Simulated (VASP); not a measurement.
Input of a VASP 6.6.1 run:

INCAR

```
PREC = Accurate
ENCUT = 520
EDIFF = 1E-6
ISMEAR = 0
SIGMA = 0.01
LREAL = False
LASPH = True
NELM = 60
ALGO = Normal
ISIF = 2
LWAVE = False
LCHARG = False
GGA = PS
NBANDS = 11
```

The input KPOINTS:

```
Automatic mesh
0
Gamma
  8 8 8
```

File POSCAR:

```
AlN
1.0
    0.0000000000      2.0225444048      2.0225444048
    2.0225444048      0.0000000000      2.0225444048
    2.0225444048      2.0225444048      0.0000000000
Al N
1 1
Direct
    0.0000000000      0.0000000000      0.0000000000
    0.5000000000      0.5000000000      0.5000000000
```

Potentials or basis: VASP PAW PBE potentials, release 64 (Al, N).

Launch:

```console
$ cat potpaw_PBE.64/Al/POTCAR potpaw_PBE.64/N/POTCAR > POTCAR
$ mpirun -np 1 vasp_std > vasp.out
```

Task: What does it give for the pressure?

Result: -0.1 GPa.

Task: Predict the band gap on the k mesh.

Result: 4.54 eV, indirect (least direct gap 5.65 eV).

Caveat: the PAW data sets were made with another functional, which shifts forces and pressure a little. As with any semilocal functional, this PBEsol gap is likely too small.
